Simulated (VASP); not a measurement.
# SnO (Cmce) in VASP: single point with r2SCAN

Aim: the single point of SnO with r2SCAN.

Everything below comes from runs of VASP 6.6.1. Logs are shortened: lines on timing, memory, paths and dates and some standing lists are left out, and cuts for length are marked.

## Step 1: The cell of the first run

The structure is orthorhombic, space group Cmce (No. 64). The conventional cell has a = 5.474 Å, b = 5.476 Å, c = 10.222 Å, α = 90.00°, β = 90.00°, γ = 90.00°. Sn (site symmetry m) has 4 O at 2.25 to 2.26 Å within 3.0 Å. Within 3.0 Å of O (site symmetry 2) lie 4 Sn at 2.25 to 2.26 Å and 4 O at 2.74 Å.

## Step 2: Single point, r2SCAN

Contents of POSCAR:

```
SnO
1.0
    2.7369120000     -2.7377960000      0.0000000000
    2.7369120000      2.7377960000      0.0000000000
    0.0000000000      0.0000000000     10.2219600000
Sn O
4 4
Direct
    0.7365470000      0.2634530000      0.8638580000
    0.2634530000      0.7365470000      0.1361420000
    0.7634530000      0.2365470000      0.3638580000
    0.2365470000      0.7634530000      0.6361420000
    0.2619440000      0.2380560000      0.2500000000
    0.7380560000      0.7619440000      0.7500000000
    0.2380560000      0.2619440000      0.7500000000
    0.7619440000      0.7380560000      0.2500000000
```

Contents of INCAR.step1:

```
PREC     = Accurate       # precision mode
ENCUT    = 520            # plane-wave cutoff, eV
ISMEAR   = 0              # smearing method
SIGMA    = 0.1            # smearing width, eV
LREAL    = False          # projectors in reciprocal space
LASPH    = True           # aspherical terms in the spheres
NELM     = 60             # most SCF steps
NBANDS   = 50             # bands
GGA      = PE             # functional
ALGO     = Normal         # electronic algorithm
EDIFF    = 1E-4           # SCF threshold, eV
LWAVE    = True           # write WAVECAR
LCHARG   = False          # write CHGCAR
```

Contents of INCAR.step2:

```
PREC     = Accurate       # precision mode
ENCUT    = 520            # plane-wave cutoff, eV
EDIFF    = 1E-6           # SCF threshold, eV
ISMEAR   = 0              # smearing method
SIGMA    = 0.1            # smearing width, eV
LREAL    = False          # projectors in reciprocal space
LASPH    = True           # aspherical terms in the spheres
NELM     = 60             # most SCF steps
ALGO     = Normal         # electronic algorithm
ISIF     = 2              # what is computed and relaxed
LWAVE    = False          # write WAVECAR
LCHARG   = True           # write CHGCAR
METAGGA  = R2SCAN         # meta-GGA
LMIXTAU  = True         
LELF     = True           # ELF
LVHAR    = True         
NBANDS   = 50             # bands
ISTART   = 1
```

Contents of KPOINTS:

```
regular mesh
0
Gamma
  6 6 2
```

Potentials or basis: VASP PAW PBE potentials, release 64 (Sn_d, O).

Started as:

```sh
cat potpaw_PBE.64/Sn_d/POTCAR potpaw_PBE.64/O/POTCAR > POTCAR
cp INCAR.step1 INCAR
mpirun -np 1 vasp_std > vasp.out
cp INCAR.step2 INCAR
mpirun -np 1 vasp_std > vasp.out
```

OUTCAR:

```text
PREC = Accurate
   ENCUT = 520
   EDIFF = 1E-6
   ISMEAR = 0
   LREAL = False
   LASPH = True
   NELM = 60
   ISIF = 2
   METAGGA = R2SCAN
   ISTART = 1

 ion  position               nearest neighbor table
   1  0.737  0.263  0.864-   6 2.25   7 2.25   7 2.26   6 2.26   4 3.59   4 3.59   4 3.59   4 3.59

   2  0.263  0.737  0.136-   5 2.25   8 2.25   5 2.26   8 2.26   3 3.59   3 3.59   3 3.59   3 3.59

   3  0.763  0.237  0.364-   5 2.25   8 2.25   8 2.26   5 2.26   2 3.59   2 3.59   2 3.59   2 3.59

   4  0.237  0.763  0.636-   6 2.25   7 2.25   6 2.26   7 2.26   1 3.59   1 3.59   1 3.59   1 3.59

   5  0.262  0.238  0.250-   2 2.25   3 2.25   3 2.26   2 2.26
   6  0.738  0.762  0.750-   1 2.25   4 2.25   1 2.26   4 2.26
   7  0.238  0.262  0.750-   1 2.25   4 2.25   4 2.26   1 2.26
   8  0.762  0.738  0.250-   2 2.25   3 2.25   2 2.26   3 2.26

  LATTYP: Found a base centered orthorhombic cell.
 ALAT       =     5.4738240000
 B/A-ratio  =     1.0003229918
 C/A-ratio  =     1.8674257704

  Lattice vectors:

 A1 = (   2.7369120000,  -2.7377960000,   0.0000000000)
 A2 = (   2.7369120000,   2.7377960000,   0.0000000000)
 A3 = (   0.0000000000,   0.0000000000,  10.2219600000)

Analysis of symmetry for initial positions (statically):
=====================================================================
 Subroutine PRICEL returns:
 Original cell was already a primitive cell.

 Routine SETGRP: Setting up the symmetry group for a
 base centered orthorhombic supercell.

 Subroutine GETGRP returns: Found  8 space group operations
 (whereof  4 operations were pure point group operations)
 out of a pool of  8 trial point group operations.

The static configuration has the point symmetry C_2h.
 The point group associated with its full space group is D_2h.

Analysis of symmetry for dynamics (positions and initial velocities):
=====================================================================
 Subroutine PRICEL returns:
 Original cell was already a primitive cell.

 Routine SETGRP: Setting up the symmetry group for a
 base centered orthorhombic supercell.

 Subroutine GETGRP returns: Found  8 space group operations
 (whereof  4 operations were pure point group operations)
 out of a pool of  8 trial point group operations.

The dynamic configuration has the point symmetry C_2h.
 The point group associated with its full space group is D_2h.

 Subroutine INISYM returns: Found  8 space group operations
 (whereof  4 operations are pure point group operations),
 and found     1 'primitive' translations

----------------------------------------------------------------------------------------

                                     Primitive cell

  volume of cell :     153.1885

  direct lattice vectors                    reciprocal lattice vectors
     2.736912000 -2.737796000  0.000000000     0.182687642 -0.182628655  0.000000000
     2.736912000  2.737796000  0.000000000     0.182687642  0.182628655  0.000000000
     0.000000000  0.000000000 10.221960000     0.000000000  0.000000000  0.097828596

  length of vectors
     3.871203202  3.871203202 10.221960000     0.258317634  0.258317634  0.097828596

  position of ions in fractional coordinates (direct lattice)
     0.736547000  0.263453000  0.863858000
     0.263453000  0.736547000  0.136142000
     0.763453000  0.236547000  0.363858000
     0.236547000  0.763453000  0.636142000
     0.261944000  0.238056000  0.250000000
     0.738056000  0.761944000  0.750000000
     0.238056000  0.261944000  0.750000000
     0.761944000  0.738056000  0.250000000

  ion indices of the primitive-cell ions
   primitive index   ion index
                 1           1
                 2           2
                 3           3
                 4           4
                 5           5
                 6           6
                 7           7
                 8           8

----------------------------------------------------------------------------------------

 KPOINTS: regular mesh

Automatic generation of k-mesh.
 Grid dimensions read from file:
 generate k-points for:    6    6    2

 Generating k-lattice:

  Cartesian coordinates                     Fractional coordinates (reciprocal lattice)
     0.030447940 -0.030438109  0.000000000     0.166666667  0.000000000  0.000000000
     0.030447940  0.030438109  0.000000000     0.000000000  0.166666667  0.000000000
     0.000000000  0.000000000  0.048914298     0.000000000  0.000000000  0.500000000

  Length of vectors
     0.043052939  0.043052939  0.048914298

  Shift w.r.t. Gamma in fractional coordinates (k-lattice)
     0.000000000  0.000000000  0.000000000

 Subroutine IBZKPT returns following result:
 ===========================================

 Found     26 irreducible k-points:

 Following reciprocal coordinates:
            Coordinates               Weight
  0.000000  0.000000  0.000000      1.000000
  0.166667  0.000000  0.000000      4.000000
  0.333333  0.000000  0.000000      4.000000
  0.500000  0.000000  0.000000      2.000000
  0.166667  0.166667  0.000000      2.000000
  0.333333  0.166667  0.000000      4.000000
[... 16 lines left out ...]
  0.333333  0.333333  0.500000      2.000000
  0.500000  0.333333  0.500000      4.000000
 [... further k-points ...]
   k-points           NKPTS =     26   k-points in BZ     NKDIM =     26   number of bands    NBANDS=     50
   number of dos      NEDOS =    301   number of ions     NIONS =      8
   total plane-waves  NPLWV =  72000
   dimension x,y,z NGX =    30 NGY =   30 NGZ =   80
   dimension x,y,z NGXF=    60 NGYF=   60 NGZF=  160
   ions per type =               4   4
   NGX,Y,Z   is equivalent  to a cutoff of  12.88, 12.88, 13.01 a.u.
   NGXF,Y,Z  is equivalent  to a cutoff of  25.77, 25.77, 26.02 a.u.
 SYSTEM =  unknown system
   PREC   = accura    normal or accurate (medium, high low for compatibility)
   ISTART =      1    job   : 0-new  1-cont  2-samecut
   ICHARG =      0    charge: 1-file 2-atom 10-const
   ISPIN  =      1    spin polarized calculation?
   LNONCOLLINEAR =      F non collinear calculations
   LSORBIT =      F    spin-orbit coupling
   LASPH  =      T    aspherical Exc in radial PAW
   ENCUT  =  520.0 eV  38.22 Ry    6.18 a.u.   7.20  7.20 19.01*2*pi/ulx,y,z
   NELM   =     60;   NELMIN=  2; NELMDL=  0     # of ELM steps
   EDIFF  = 0.1E-05   stopping-criterion for ELM
   LREAL  =      F    real-space projection
   EDIFFG = 0.1E-04   stopping-criterion for IOM
   NSW    =      0    number of steps for IOM
   IBRION =     -1    ionic relax: 0-MD 1-quasi-New 2-CG
   NFREE  =      0    steps in history (QN), initial steepest desc. (CG)
   ISIF   =      2    stress and relaxation
   ISYM   =      2    0-nonsym 1-usesym 2-fastsym
   POTIM  = 0.5000    time-step for ionic-motion
   TEBEG  =    0.0;   TEEND  =   0.0 temperature during run
   PSTRESS=    0.0 pullay stress
   NELECT =      80.0000    total number of electrons
   NUPDOWN=      -1.0000    fix difference up-down
   EMIN   =  10.00;   EMAX   =-10.00  energy-range for DOS
   EFERMI =   0.00;   METHOD = LEGACY
   ISMEAR =     0;   SIGMA  =   0.10  broadening in eV -4-tet -1-fermi 0-gaus
   EFERMI_NEDOS =   21; number of points for ismear=-14 and -15
   IALGO  =     38    algorithm
   IMIX   =      4    mixing-type and parameters
     AMIX     =   0.40;   BMIX     =  1.00
     AMIX_MAG =   1.60;   BMIX_MAG =  1.00
  volume/ion in A,a.u.               =      19.15       129.22
  Fermi-wavevector in a.u.,A,eV,Ry     =   1.318346  2.491313 23.647424  1.738037
  Thomas-Fermi vector in A             =   2.448323
   LORBIT       =      0    0 simple, 1 ext, 2 COOP (PROOUT), +10 PAW based schemes
   METAGGA = R2SCAN    functional components
   LHFCALC =     F    Hartree Fock is set to
   AEXX    =    0.0000 exact exchange contribution
   IVDW    =     0    specifies the selected vdW correction
   LEPSILON=     F    determine dielectric tensor
   LRPA    =     F    only Hartree local field effects (RPA)
 non-spin polarized calculation
 Gauss-broadening in eV      SIGMA  =   0.10
  energy-cutoff  :      520.00
  volume of cell :      153.19
 maximum number of plane-waves:      4172
 NGX is ok and might be reduce to    30
   NGX = 15   NGY = 15   NGZ = 39

 number of electron      80.0000000 magnetization

 Free energy of the ion-electron system (eV)
  ---------------------------------------------------
  ext. energy  EPLUGINS =         0.00000000
  ---------------------------------------------------
  free energy    TOTEN  =      -133.72505570 eV

  energy without entropy =     -133.72505569  energy(sigma->0) =     -133.72505569

 E-fermi :   6.2935     XC(G=0): -10.4070

 val. band max:        5.9362487400   @ k =   0.0000   0.0000   0.0000
 cond. band min:       6.6532470450   @ k =   0.5000   0.5000   0.0000
 fundamental gap:      0.7169983050
 Fermi energy:         6.2935173355

 k-point     1 :       0.0000    0.0000    0.0000
  band No.  band energies     occupation
      1     -16.6369      2.00000
      2     -16.6285      2.00000
      3     -16.2005      2.00000
      4     -16.1918      2.00000
      5     -16.1723      2.00000
      6     -16.1714      2.00000
[... 42 lines left out ...]
     49      11.7389      0.00000
     50      11.7729      0.00000

 k-point     2 :       0.1667    0.0000    0.0000
  band No.  band energies     occupation
      1     -16.6219      2.00000
      2     -16.6158      2.00000
      3     -16.2314      2.00000
      4     -16.2156      2.00000
      5     -16.1718      2.00000
      6     -16.1696      2.00000
[... 42 lines left out ...]
     49      11.2984      0.00000
     50      11.9309      0.00000

 k-point     3 :       0.3333    0.0000    0.0000
  band No.  band energies     occupation
      1     -16.5801      2.00000
      2     -16.5783      2.00000
      3     -16.3894      2.00000
      4     -16.3747      2.00000
      5     -16.1714      2.00000
      6     -16.1635      2.00000
[... 42 lines left out ...]
     49      12.1052      0.00000
     50      12.1875      0.00000

 k-point     4 :       0.5000    0.0000    0.0000
  band No.  band energies     occupation
      1     -16.5103      2.00000
      2     -16.5103      2.00000
      3     -16.5019      2.00000
      4     -16.5019      2.00000
      5     -16.1733      2.00000
      6     -16.1733      2.00000
[... 999 lines left out ...]
 k-point    23 :       0.3333    0.3333    0.5000
  band No.  band energies     occupation
      1     -16.5635      2.00000
      2     -16.5635      2.00000
      3     -16.4762      2.00000
      4     -16.4762      2.00000
      5     -16.1580      2.00000
      6     -16.1580      2.00000
[... 42 lines left out ...]
     49      11.9976      0.00000
     50      11.9976      0.00000

 k-point    24 :       0.5000    0.3333    0.5000
  band No.  band energies     occupation
      1     -16.5352      2.00000
      2     -16.5352      2.00000
      3     -16.5348      2.00000
      4     -16.5348      2.00000
      5     -16.1557      2.00000
      6     -16.1557      2.00000
[... 42 lines left out ...]
     49      12.4674      0.00000
     50      12.4681      0.00000

 [... further k-points ...]
[... 5 lines left out ...]
  --------------------------------------------------------------------------------------
  -------------------------------------------------------------------------------------
  Total       -3.8646392     -3.8664919     -2.8648194      0.0000000     -0.0000000      0.0000000
  in kB      -40.4197332    -40.4391106    -29.9627543      0.0000000     -0.0000000      0.0000000
  external PRESSURE =     -36.9405327 kB  Pullay stress =       0.0000000 kB

 VOLUME and BASIS-vectors are now :
 -----------------------------------------------------------------------------
  energy-cutoff  :      520.00
  volume of cell :      153.19
      direct lattice vectors                 reciprocal lattice vectors
     2.736912000 -2.737796000  0.000000000     0.182687642 -0.182628655  0.000000000
     2.736912000  2.737796000  0.000000000     0.182687642  0.182628655  0.000000000
     0.000000000  0.000000000 10.221960000     0.000000000  0.000000000  0.097828596

 POSITION                                       TOTAL-FORCE (eV/Angst)
 -----------------------------------------------------------------------------------
      2.73691     -1.29523      8.83032         0.000000     -0.049631     -0.454125
      2.73691      1.29523      1.39164         0.000000      0.049631      0.454125
      2.73691     -1.44256      3.71934         0.000000      0.049631     -0.454125
      2.73691      1.44256      6.50262         0.000000     -0.049631      0.454125
      1.36846     -0.06540      2.55549         0.000000      0.005880      0.000000
      4.10537      0.06540      7.66647         0.000000     -0.005880      0.000000
      1.36846      0.06540      7.66647         0.000000     -0.005880      0.000000
      4.10537     -0.06540      2.55549         0.000000      0.005880      0.000000
 -----------------------------------------------------------------------------------
    total drift:                                0.000000     -0.000000      0.000000

  FREE ENERGIE OF THE ION-ELECTRON SYSTEM (eV)
  ---------------------------------------------------
  free  energy   TOTEN  =      -133.7250556967 eV

  energy  without entropy=     -133.7250556921  energy(sigma->0) =     -133.72505569
```

Wall time 10 min (1 thread of Intel Xeon Platinum 8488C (Sapphire Rapids), shared host); peak memory 0.37 GiB.

What came out:

- Free energy: -133.7251 eV
- Pressure: -3.7 GPa
- Largest force: 0.457 eV/Å
- Band gap on the k mesh: 0.72 eV

Forces on the atoms (eV/Å):
```
Sn   0.000 -0.050 -0.454
Sn   0.000  0.050  0.454
Sn   0.000  0.050 -0.454
Sn   0.000 -0.050  0.454
O    0.000  0.006  0.000
O    0.000 -0.006  0.000
O    0.000 -0.006  0.000
O    0.000  0.006  0.000
```

Stress tensor (GPa, compression positive):
```
-4.04  0.00  0.00
 0.00 -4.04  0.00
 0.00  0.00 -3.00
```

Caveat: the PAW data sets were made with another functional, which shifts forces and pressure a little; spin-orbit coupling is left out, which moves the levels of the heavy elements. A k mesh can miss the band edges.
